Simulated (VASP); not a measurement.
# CdHC2O3 (P2_1/c) in VASP: single point with PBE

Aim: the single point of CdHC2O3 with PBE.

Program: VASP 6.6.1. These are calculated values, not measurements. Logs are shortened: lines on timing, memory, paths and dates and some standing lists are left out, and cuts for length are marked.

## 1. The cell of the first run

It takes space group P2_1/c (No. 14, monoclinic). Conventional cell: a = 3.579 Å, b = 10.488 Å, c = 8.583 Å, α = 90.00°, β = 99.55°, γ = 90.00°. Cd (site symmetry 1) has 6 O at 2.22 to 2.55 Å and 3 H at 2.73 to 2.89 Å within 2.9 Å. Within 1.3 Å of H (site symmetry 1) lie 1 O at 0.98 Å. C (site symmetry 1) has 1 O at 1.26 Å and 2 C at 1.47 Å within 1.7 Å. Within 1.7 Å of C (site symmetry 1) lie 1 O at 1.26 Å and 2 C at 1.47 Å. O (site symmetry 1) has 1 C at 1.26 Å within 1.7 Å. Within 1.7 Å of O (site symmetry 1) lie 1 C at 1.26 Å. O (site symmetry 1) has 1 H at 0.98 Å within 1.3 Å.

## 2. Single point, PBE

File INCAR:

```
SYSTEM = CdHC2O3
PREC     = Accurate       ! precision mode
ENCUT    = 520            ! plane-wave cutoff, eV
EDIFF    = 1E-7           ! SCF threshold, eV
ISMEAR   = -1             ! smearing method
SIGMA    = 0.05           ! smearing width, eV
LREAL    = Auto         
LASPH    = .TRUE.         ! aspherical terms in the spheres
NELM     = 100            ! most SCF steps
ALGO     = Normal         ! electronic algorithm
ISIF     = 2              ! what is computed and relaxed
LWAVE    = .FALSE.        ! write WAVECAR
LCHARG   = .FALSE.        ! write CHGCAR
GGA      = PE             ! functional
NBANDS   = 98             ! bands
KPAR     = 4
```

File KPOINTS:

```
regular mesh
0
G
  9 3 4
  0 0 0
```

File POSCAR:

```
CdHC2O3
1.0
    3.5793000000      0.0000000000      0.0000000000
    0.0000000000     10.4878000000      0.0000000000
   -1.4242045148      0.0000000000      8.4644194757
Cd H C O
4 4 8 12
Direct
    0.2124200957      0.6243677637      0.9241046608
    0.7875799043      0.1243677637      0.5758953392
    0.7875799043      0.3756322363      0.0758953392
    0.2124200957      0.8756322363      0.4241046608
    0.8484404462      0.6350124482      0.1797120675
    0.1515595538      0.1350124482      0.3202879325
    0.1515595538      0.3649875518      0.8202879325
    0.8484404462      0.8649875518      0.6797120675
    0.5720859957      0.5568943969      0.5998488167
    0.4279140043      0.0568943969      0.9001511833
    0.4279140043      0.4431056031      0.4001511833
    0.5720859957      0.9431056031      0.0998488167
    0.3468536602      0.5751410478      0.4418743471
    0.6531463398      0.0751410478      0.0581256529
    0.6531463398      0.4248589522      0.5581256529
    0.3468536602      0.9248589522      0.9418743471
    0.6525883712      0.6271840031      0.7197289169
    0.3474116288      0.1271840031      0.7802710831
    0.3474116288      0.3728159969      0.2802710831
    0.6525883712      0.8728159969      0.2197289169
    0.1587832649      0.6648838018      0.3701723979
    0.8412167351      0.1648838018      0.1298276021
    0.8412167351      0.3351161982      0.6298276021
    0.1587832649      0.8351161982      0.8701723979
    0.7705199647      0.5936930038      0.0768313221
    0.2294800353      0.0936930038      0.4231686779
    0.2294800353      0.4063069962      0.9231686779
    0.7705199647      0.9063069962      0.5768313221
```

Potentials or basis: VASP PAW PBE potentials, release 64 (Cd, H, C, O).

Launch:

```
> cat potpaw_PBE.64/Cd/POTCAR potpaw_PBE.64/H/POTCAR potpaw_PBE.64/C/POTCAR potpaw_PBE.64/O/POTCAR > POTCAR
> mpirun -np 4 vasp_std > vasp.out
```

OUTCAR:

```text
SYSTEM = CdHC2O3
   PREC = Accurate
   ENCUT = 520
   EDIFF = 1E-7
   ISMEAR = -1
   LREAL = Auto
   LASPH = .TRUE.
   NELM = 100
   ISIF = 2
   GGA = PE

 ion  position               nearest neighbor table
   1  0.212  0.624  0.924-  25 2.22  25 2.24  24 2.26  27 2.29  17 2.43  17 2.55   3 3.39   3 3.44

   2  0.788  0.124  0.576-  26 2.22  26 2.24  23 2.26  28 2.29  18 2.43  18 2.55   4 3.39   4 3.44

   3  0.788  0.376  0.076-  27 2.22  27 2.24  22 2.26  25 2.29  19 2.43  19 2.55   1 3.39   1 3.44

   4  0.212  0.876  0.424-  28 2.22  28 2.24  21 2.26  26 2.29  20 2.43  20 2.55   2 3.39   2 3.44

   5  0.848  0.635  0.180-  25 0.98
   6  0.152  0.135  0.320-  26 0.98
   7  0.152  0.365  0.820-  27 0.98
   8  0.848  0.865  0.680-  28 0.98
   9  0.572  0.557  0.600-  17 1.26  13 1.47  15 1.47
  10  0.428  0.057  0.900-  18 1.26  14 1.47  16 1.47
  11  0.428  0.443  0.400-  19 1.26  15 1.47  13 1.47
  12  0.572  0.943  0.100-  20 1.26  16 1.47  14 1.47
  13  0.347  0.575  0.442-  21 1.26   9 1.47  11 1.47
  14  0.653  0.075  0.058-  22 1.26  10 1.47  12 1.47
  15  0.653  0.425  0.558-  23 1.26  11 1.47   9 1.47
  16  0.347  0.925  0.942-  24 1.26  12 1.47  10 1.47
  17  0.653  0.627  0.720-   9 1.26   1 2.43   1 2.55
  18  0.347  0.127  0.780-  10 1.26   2 2.43   2 2.55
  19  0.347  0.373  0.280-  11 1.26   3 2.43   3 2.55
  20  0.653  0.873  0.220-  12 1.26   4 2.43   4 2.55
  21  0.159  0.665  0.370-  13 1.26   4 2.26
  22  0.841  0.165  0.130-  14 1.26   3 2.26
  23  0.841  0.335  0.630-  15 1.26   2 2.26
  24  0.159  0.835  0.870-  16 1.26   1 2.26
  25  0.771  0.594  0.077-   5 0.98   1 2.22   1 2.24   3 2.29
  26  0.229  0.094  0.423-   6 0.98   2 2.22   2 2.24   4 2.29
  27  0.229  0.406  0.923-   7 0.98   3 2.22   3 2.24   1 2.29
  28  0.771  0.906  0.577-   8 0.98   4 2.22   4 2.24   2 2.29

  LATTYP: Found a simple monoclinic cell.
 ALAT       =     3.5793000000
 B/A-ratio  =     2.9301260023
 C/A-ratio  =     2.3980666611
 COS(beta)  =    -0.1659254508

  Lattice vectors:

 A1 = (   3.5793000000,   0.0000000000,   0.0000000000)
 A2 = (   0.0000000000,  10.4878000000,   0.0000000000)
 A3 = (  -1.4242045148,   0.0000000000,   8.4644194757)

Analysis of symmetry for initial positions (statically):
=====================================================================
 Subroutine PRICEL returns:
 Original cell was already a primitive cell.

 Routine SETGRP: Setting up the symmetry group for a
 simple monoclinic supercell.

 Subroutine GETGRP returns: Found  4 space group operations
 (whereof  2 operations were pure point group operations)
 out of a pool of  4 trial point group operations.

The static configuration has the point symmetry S_2 .
 The point group associated with its full space group is C_2h.

Analysis of symmetry for dynamics (positions and initial velocities):
=====================================================================
 Subroutine PRICEL returns:
 Original cell was already a primitive cell.

 Routine SETGRP: Setting up the symmetry group for a
 simple monoclinic supercell.

 Subroutine GETGRP returns: Found  4 space group operations
 (whereof  2 operations were pure point group operations)
 out of a pool of  4 trial point group operations.

The dynamic configuration has the point symmetry S_2 .
 The point group associated with its full space group is C_2h.

 Subroutine INISYM returns: Found  4 space group operations
 (whereof  2 operations are pure point group operations),
 and found     1 'primitive' translations

----------------------------------------------------------------------------------------

                                     Primitive cell

  volume of cell :     317.7457

  direct lattice vectors                    reciprocal lattice vectors
     3.579300000  0.000000000  0.000000000     0.279384237  0.000000000  0.047008574
     0.000000000 10.487800000  0.000000000     0.000000000  0.095348882  0.000000000
    -1.424204515  0.000000000  8.464419476     0.000000000  0.000000000  0.118141593

  length of vectors
     3.579300000 10.487800000  8.583400000     0.283311415  0.095348882  0.118141593

  position of ions in fractional coordinates (direct lattice)
     0.212420096  0.624367764  0.924104661
     0.787579904  0.124367764  0.575895339
     0.787579904  0.375632236  0.075895339
     0.212420096  0.875632236  0.424104661
     0.848440446  0.635012448  0.179712067
     0.151559554  0.135012448  0.320287933
[... 20 lines left out ...]
     0.229480035  0.406306996  0.923168678
     0.770519965  0.906306996  0.576831322

  ion indices of the primitive-cell ions
   primitive index   ion index
                 1           1
                 2           2
                 3           3
                 4           4
                 5           5
                 6           6
[... 20 lines left out ...]
                27          27
                28          28

----------------------------------------------------------------------------------------

 KPOINTS: regular mesh

Automatic generation of k-mesh.
 Grid dimensions read from file:
 generate k-points for:    9    3    4

 Generating k-lattice:

  Cartesian coordinates                     Fractional coordinates (reciprocal lattice)
     0.031042693  0.000000000  0.005223175     0.111111111  0.000000000  0.000000000
     0.000000000  0.031782961  0.000000000     0.000000000  0.333333333  0.000000000
     0.000000000  0.000000000  0.029535398     0.000000000  0.000000000  0.250000000

  Length of vectors
     0.031479046  0.031782961  0.029535398

  Shift w.r.t. Gamma in fractional coordinates (k-lattice)
     0.000000000  0.000000000  0.000000000

 Subroutine IBZKPT returns following result:
 ===========================================

 Found     38 irreducible k-points:

 Following reciprocal coordinates:
            Coordinates               Weight
  0.000000  0.000000  0.000000      1.000000
  0.111111  0.000000  0.000000      2.000000
  0.222222  0.000000  0.000000      2.000000
  0.333333  0.000000  0.000000      2.000000
  0.444444  0.000000  0.000000      2.000000
  0.000000  0.333333  0.000000      2.000000
[... 16 lines left out ...]
  0.333333  0.333333  0.250000      4.000000
  0.444444  0.333333  0.250000      4.000000
 [... further k-points ...]
   k-points           NKPTS =     38   k-points in BZ     NKDIM =     38   number of bands    NBANDS=     98
   number of dos      NEDOS =    301   number of ions     NIONS =     28
   total plane-waves  NPLWV = 143360
   dimension x,y,z NGX =    28 NGY =   80 NGZ =   64
   dimension x,y,z NGXF=    56 NGYF=  160 NGZF=  128
   ions per type =               4   4   8  12
   NGX,Y,Z   is equivalent  to a cutoff of  13.01, 12.68, 12.40 a.u.
   NGXF,Y,Z  is equivalent  to a cutoff of  26.01, 25.36, 24.79 a.u.
 SYSTEM =  CdHC2O3
   PREC   = accura    normal or accurate (medium, high low for compatibility)
   ISTART =      0    job   : 0-new  1-cont  2-samecut
   ICHARG =      2    charge: 1-file 2-atom 10-const
   ISPIN  =      1    spin polarized calculation?
   LNONCOLLINEAR =      F non collinear calculations
   LSORBIT =      F    spin-orbit coupling
   LASPH  =      T    aspherical Exc in radial PAW
   ENCUT  =  520.0 eV  38.22 Ry    6.18 a.u.   6.66 19.50 15.96*2*pi/ulx,y,z
   NELM   =    100;   NELMIN=  2; NELMDL= -5     # of ELM steps
   EDIFF  = 0.1E-06   stopping-criterion for ELM
   LREAL  =      T    real-space projection
   EDIFFG = 0.1E-05   stopping-criterion for IOM
   NSW    =      0    number of steps for IOM
   IBRION =     -1    ionic relax: 0-MD 1-quasi-New 2-CG
   NFREE  =      0    steps in history (QN), initial steepest desc. (CG)
   ISIF   =      2    stress and relaxation
   ISYM   =      2    0-nonsym 1-usesym 2-fastsym
   POTIM  = 0.5000    time-step for ionic-motion
   TEBEG  =    0.0;   TEEND  =   0.0 temperature during run
   PSTRESS=    0.0 pullay stress
   NELECT =     156.0000    total number of electrons
   NUPDOWN=      -1.0000    fix difference up-down
   EMIN   =  10.00;   EMAX   =-10.00  energy-range for DOS
   EFERMI =   0.00;   METHOD = LEGACY
   ISMEAR =    -1;   SIGMA  =   0.05  broadening in eV -4-tet -1-fermi 0-gaus
   EFERMI_NEDOS =   21; number of points for ismear=-14 and -15
   IALGO  =     38    algorithm
   IMIX   =      4    mixing-type and parameters
     AMIX     =   0.40;   BMIX     =  1.00
     AMIX_MAG =   1.60;   BMIX_MAG =  1.00
  volume/ion in A,a.u.               =      11.35        76.58
  Fermi-wavevector in a.u.,A,eV,Ry     =   1.291486  2.440555 22.693659  1.667937
  Thomas-Fermi vector in A             =   2.423253
   LORBIT       =      0    0 simple, 1 ext, 2 COOP (PROOUT), +10 PAW based schemes
   GGA     = PE    functional components
   LHFCALC =     F    Hartree Fock is set to
   AEXX    =    0.0000 exact exchange contribution
   IVDW    =     0    specifies the selected vdW correction
   LEPSILON=     F    determine dielectric tensor
   LRPA    =     F    only Hartree local field effects (RPA)
 non-spin polarized calculation
  energy-cutoff  :      520.00
  volume of cell :      317.75
 maximum number of plane-waves:      8592
   NGX = 13   NGY = 39   NGZ = 31

 number of electron     155.9999998 magnetization

 Free energy of the ion-electron system (eV)
  ---------------------------------------------------
  ext. energy  EPLUGINS =         0.00000000
  ---------------------------------------------------
  free energy    TOTEN  =      -172.24520339 eV

  energy without entropy =     -172.24520339  energy(sigma->0) =     -172.24520339

 E-fermi :   2.1953     XC(G=0):  -9.5516

 val. band max:        1.2066942818   @ k =   0.0000   0.0000   0.0000
 cond. band min:       3.1018752241   @ k =   0.0000   0.0000   0.0000
 fundamental gap:      1.8951809423
 Fermi energy:         2.1953487126

 k-point     1 :       0.0000    0.0000    0.0000
  band No.  band energies     occupation
      1     -20.6712      2.00000
      2     -20.6106      2.00000
      3     -20.1442      2.00000
      4     -20.1302      2.00000
      5     -19.9733      2.00000
      6     -19.9642      2.00000
[... 82 lines left out ...]
     89       7.3686      0.00000
     90       7.5461      0.00000

 k-point     2 :       0.1111    0.0000    0.0000
  band No.  band energies     occupation
      1     -20.6529      2.00000
      2     -20.5987      2.00000
      3     -20.1353      2.00000
      4     -20.1240      2.00000
      5     -19.9680      2.00000
      6     -19.9613      2.00000
[... 2035 lines left out ...]
     89       8.3932      0.00000
     90       8.7060      0.00000

 k-point    24 :       0.4444    0.3333    0.2500
  band No.  band energies     occupation
      1     -20.5112      2.00000
      2     -20.5048      2.00000
      3     -20.0857      2.00000
      4     -20.0835      2.00000
      5     -19.9257      2.00000
      6     -19.9254      2.00000
[... 82 lines left out ...]
     89       8.2291      0.00000
     90       8.6515      0.00000

 [... further k-points ...]

 [bands above 90 left out]

------------------------ aborting loop because EDIFF is reached ----------------------------------------

  FORCE on cell =-STRESS in cart. coord.  units (eV):
  Direction    XX          YY          ZZ          XY          YZ          ZX
  --------------------------------------------------------------------------------------
  -------------------------------------------------------------------------------------
  Total        7.0815269      8.2621898      6.8545985      0.0000000      0.0000000      0.0091099
  in kB       35.7073660     41.6606533     34.5631191      0.0000000      0.0000000      0.0459351
  external PRESSURE =      37.3103795 kB  Pullay stress =       0.0000000 kB

 VOLUME and BASIS-vectors are now :
 -----------------------------------------------------------------------------
  energy-cutoff  :      520.00
  volume of cell :      317.75
      direct lattice vectors                 reciprocal lattice vectors
     3.579300000  0.000000000  0.000000000     0.279384237  0.000000000  0.047008574
     0.000000000 10.487800000  0.000000000     0.000000000  0.095348882  0.000000000
    -1.424204515  0.000000000  8.464419476     0.000000000  0.000000000  0.118141593

 POSITION                                       TOTAL-FORCE (eV/Angst)
 -----------------------------------------------------------------------------------
     -0.55580      6.54824      7.82201         0.007959      0.031848     -0.043443
      1.99879      1.30434      4.87462        -0.007959      0.031848      0.043443
      2.71089      3.93956      0.64241        -0.007959     -0.031848      0.043443
      0.15630      9.18346      3.58980         0.007959     -0.031848     -0.043443
      2.78088      6.65988      1.52116         0.010977      0.050012      0.081446
      0.08632      1.41598      2.71105        -0.010977      0.050012     -0.081446
[... 20 lines left out ...]
     -0.49340      4.26127      7.81409         0.008990     -0.010687     -0.023183
      1.93640      9.50517      4.88254        -0.008990     -0.010687      0.023183
 -----------------------------------------------------------------------------------
    total drift:                               -0.000000     -0.000000      0.000000

  FREE ENERGIE OF THE ION-ELECTRON SYSTEM (eV)
  ---------------------------------------------------
  free  energy   TOTEN  =      -172.2452033918 eV

  energy  without entropy=     -172.2452033911  energy(sigma->0) =     -172.24520339
```

It took 11 min on 4 MPI ranks of AMD EPYC 7R43 (Zen 3), shared host; peak memory 0.82 GiB.

Results:

| Quantity | Value |
| --- | --- |
| Free energy | -172.2452 eV |
| Pressure | 3.7 GPa |
| Largest force | 0.303 eV/Å |
| Band gap on the k mesh | 1.90 eV |

Forces in eV/Å, atoms in the order of the input:
```
Cd   0.008  0.032 -0.043
Cd  -0.008  0.032  0.043
Cd  -0.008 -0.032  0.043
Cd   0.008 -0.032 -0.043
H    0.011  0.050  0.081
H   -0.011  0.050 -0.081
H   -0.011 -0.050 -0.081
H    0.011 -0.050  0.081
C   -0.030 -0.156 -0.244
C    0.030 -0.156  0.244
C    0.030  0.156  0.244
C   -0.030  0.156 -0.244
C    0.136 -0.233  0.137
C   -0.136 -0.233 -0.137
C   -0.136  0.233 -0.137
C    0.136  0.233  0.137
O    0.025  0.180  0.238
O   -0.025  0.180 -0.238
O   -0.025 -0.180 -0.238
O    0.025 -0.180  0.238
O   -0.147  0.195 -0.160
O    0.147  0.195  0.160
O    0.147 -0.195  0.160
O   -0.147 -0.195 -0.160
O   -0.009  0.011  0.023
O    0.009  0.011 -0.023
O    0.009 -0.011 -0.023
O   -0.009 -0.011  0.023
```

Caveat: the cell stands under pressure. A k mesh can miss the band edges.
